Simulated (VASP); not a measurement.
# C (I4_1/amd) in VASP: a series of runs, part 2 of 2

VASP 6.6.1.

## (3) Electric field gradients, LDA (equal xx and yy strain of -3 %)

Contents of INCAR:

```
  ALGO = Normal
  EDIFF = 1E-8
  ENCUT = 520
  ISIF = 2
  ISMEAR = -1
  LASPH = True
  LCHARG = False
  LEFG = True
  LREAL = False
  LWAVE = False
  NBANDS = 11
  NELM = 80
  PREC = Accurate
  SIGMA = 0.08
```

Contents of KPOINTS:

```
k-points
0
Gamma
  20 20 20
```

Contents of POSCAR:

```
C
1.0
    0.0000000000      1.7298980000      1.7834000000
    1.7298980000      0.0000000000      1.7834000000
    1.7298980000      1.7298980000      0.0000000000
C
2
Direct
    0.5000000000      0.5000000000      0.5000000000
    0.7500000000      0.7500000000      0.7500000000
```

Potentials or basis: VASP PAW LDA potentials, release 64 (C).

Launch:

```
$ cat potpaw_LDA.64/C/POTCAR > POTCAR
$ mpirun -np 1 vasp_std > vasp.out
```

OUTCAR:

```text
EDIFF = 1E-8
   ENCUT = 520
   ISIF = 2
   ISMEAR = -1
   LASPH = True
   LREAL = False
   NELM = 80
   PREC = Accurate

 ion  position               nearest neighbor table
   1  0.500  0.500  0.500-   2 1.51   2 1.51   2 1.51   2 1.51
   2  0.750  0.750  0.750-   1 1.51   1 1.51   1 1.51   1 1.51

  LATTYP: Found a body centered tetragonal cell.
 ALAT       =     2.4464452131
 C/A-ratio  =     1.4579521262

  Lattice vectors:

 A1 = (  -1.7298980000,   0.0000000000,   1.7834000000)
 A2 = (   1.7298980000,   0.0000000000,   1.7834000000)
 A3 = (   0.0000000000,   1.7298980000,  -1.7834000000)

Analysis of symmetry for initial positions (statically):
=====================================================================
 Subroutine PRICEL returns:
 Original cell was already a primitive cell.

 Routine SETGRP: Setting up the symmetry group for a
 body centered tetragonal supercell.

 Subroutine GETGRP returns: Found 16 space group operations
 (whereof  8 operations were pure point group operations)
 out of a pool of 16 trial point group operations.

The static configuration has the point symmetry D_2d.
 The point group associated with its full space group is D_4h.

Analysis of symmetry for dynamics (positions and initial velocities):
=====================================================================
 Subroutine PRICEL returns:
 Original cell was already a primitive cell.

 Routine SETGRP: Setting up the symmetry group for a
 body centered tetragonal supercell.

 Subroutine GETGRP returns: Found 16 space group operations
 (whereof  8 operations were pure point group operations)
 out of a pool of 16 trial point group operations.

The dynamic configuration has the point symmetry D_2d.
[... 166 lines left out ...]
     11      37.5234      0.00000
[... 309 lines left out ...]
 k-point    24 :      -0.3500    0.0500    0.0000
  band No.  band energies     occupation
      1      -7.6291      2.00000
      2      -0.1630      2.00000
      3       7.2033      2.00000
      4       8.4502      2.00000
      5      19.1977      0.00000
      6      19.1995      0.00000
      7      20.5634      0.00000
      8      26.3802      0.00000
      9      32.2678      0.00000
     10      34.0541      0.00000
     11      36.1241      0.00000

 [... further k-points ...]
[... 5 lines left out ...]
  --------------------------------------------------------------------------------------
  -------------------------------------------------------------------------------------
  Total        1.8385661      1.8385661     -0.2246859      0.0000000     -0.0000000      0.0000000
  in kB      275.9752072    275.9752072    -33.7261401      0.0000000     -0.0000000      0.0000000
  external PRESSURE =     172.7414248 kB  Pullay stress =       0.0000000 kB

 VOLUME and BASIS-vectors are now :
 -----------------------------------------------------------------------------
  energy-cutoff  :      520.00
  volume of cell :       10.67
      direct lattice vectors                 reciprocal lattice vectors
     0.000000000  1.729898000  1.783400000    -0.289034382  0.289034382  0.280363351
     1.729898000  0.000000000  1.783400000     0.289034382 -0.289034382  0.280363351
     1.729898000  1.729898000  0.000000000     0.289034382  0.289034382 -0.280363351

 POSITION                                       TOTAL-FORCE (eV/Angst)
 -----------------------------------------------------------------------------------
      1.72990      1.72990      1.78340         0.000000      0.000000      0.000000
      2.59485      2.59485      2.67510        -0.000000     -0.000000      0.000000
 -----------------------------------------------------------------------------------
    total drift:                                0.000000     -0.000000      0.000000

  FREE ENERGIE OF THE ION-ELECTRON SYSTEM (eV)
  ---------------------------------------------------
  free  energy   TOTEN  =       -20.2041922773 eV

  energy  without entropy=      -20.2041922772  energy(sigma->0) =      -20.20419228

 Electric field gradients (V/A^2)
---------------------------------------------------------------------
 ion       V_xx      V_yy      V_zz      V_xy      V_xz      V_yz
---------------------------------------------------------------------
   1      -0.644    -0.644     1.288     0.001     0.000     0.000
   2      -0.644    -0.644     1.288     0.001     0.000     0.000
---------------------------------------------------------------------

 Electric field gradients after diagonalization (V/A^2)
 (convention: |V_zz| > |V_xx| > |V_yy|)
----------------------------------------------------------------------
 ion       V_xx      V_yy      V_zz     asymmetry (V_yy - V_xx)/ V_zz
----------------------------------------------------------------------
   1      -0.645    -0.643     1.288       0.001
   2      -0.645    -0.643     1.288       0.001
----------------------------------------------------------------------

           NMR quadrupolar parameters

 Cq : quadrupolar parameter    Cq=e*Q*V_zz/h
 eta: asymmetry parameters     (V_yy - V_xx)/ V_zz
 Q  : nuclear electric quadrupole moment in mb (millibarn)
----------------------------------------------------------------------
 ion       Cq(MHz)       eta       Q (mb)
----------------------------------------------------------------------
   1       0.003       0.001       1.000
   2       0.003       0.001       1.000
----------------------------------------------------------------------
```

OSZICAR:

```text
N       E                     dE             d eps       ncg     rms          rms(c)
DAV:   1    -0.118465700712E+01   -0.11847E+01   -0.48193E+03 15011   0.701E+02
DAV:   2    -0.207935454615E+02   -0.19609E+02   -0.18979E+02 18199   0.130E+02
DAV:   3    -0.211443106610E+02   -0.35077E+00   -0.35005E+00 16458   0.131E+01
DAV:   4    -0.211448731074E+02   -0.56245E-03   -0.56244E-03 15199   0.670E-01
DAV:   5    -0.211448738243E+02   -0.71690E-06   -0.71690E-06 16170   0.219E-02    0.616E+00
DAV:   6    -0.204460923317E+02    0.69878E+00   -0.37496E-01 14480   0.430E+00    0.358E+00
DAV:   7    -0.202042263429E+02    0.24187E+00   -0.44213E-01 15453   0.468E+00    0.810E-01
DAV:   8    -0.202042080908E+02    0.18252E-04   -0.10478E-02 15085   0.855E-01    0.304E-02
DAV:   9    -0.202041906933E+02    0.17397E-04   -0.40020E-05 16067   0.489E-02    0.213E-02
DAV:  10    -0.202041923382E+02   -0.16449E-05   -0.22400E-06 15524   0.125E-02    0.500E-03
DAV:  11    -0.202041922837E+02    0.54512E-07   -0.92468E-08 15662   0.230E-03    0.485E-04
DAV:  12    -0.202041922773E+02    0.64307E-08   -0.14413E-09  9030   0.351E-04
   1 F= -.20204192E+02 E0= -.20204192E+02  d E =-.809515E-10
```

Run time: 84 s. Hardware: 1 thread of Intel Xeon 8259CL, shared host; peak memory 0.16 GiB.

Results:

```yaml
Free_energy: -20.2042 eV
Pressure: 17.3 GPa
Band_gap_on_the_k_mesh: 3.85 eV (least direct gap 5.43 eV)
Largest_electric_field_gradient_by_atom: C +1.3 V/Å²
```

Levels at points of the mesh, in eV from the valence-band top:
```tsv
k point	band 1	band 2	band 3	band 4	band 5	band 6	band 7	band 8
(0.00, 0.00, 0.00)	-22.31	-0.50	0.00	0.00	5.43	5.43	5.81	14.79
(0.50, 0.00, 0.00)	-16.11	-14.21	-3.41	-2.82	8.10	8.62	9.92	15.80
(0.50, 0.50, 0.00)	-13.55	-13.55	-6.51	-6.51	5.18	5.18	17.29	17.29
(0.50, 0.00, 0.50)	-13.04	-13.04	-6.98	-6.98	4.44	4.44	17.40	17.40
```

Electric field gradients, principal values (V/Å²):
```
atom   least  middle  greatest (by size)
 1 C  -0.643  -0.645               1.288
 2 C  -0.643  -0.645               1.288
```

Caveat: the cell differs from its parent crystal (equal xx and yy strain of -3 %); the cell stands under pressure; without QUAD_EFG the Cq values of the log hold for a quadrupole moment of 1 mb, not for the nuclei. A k mesh can miss the band edges.
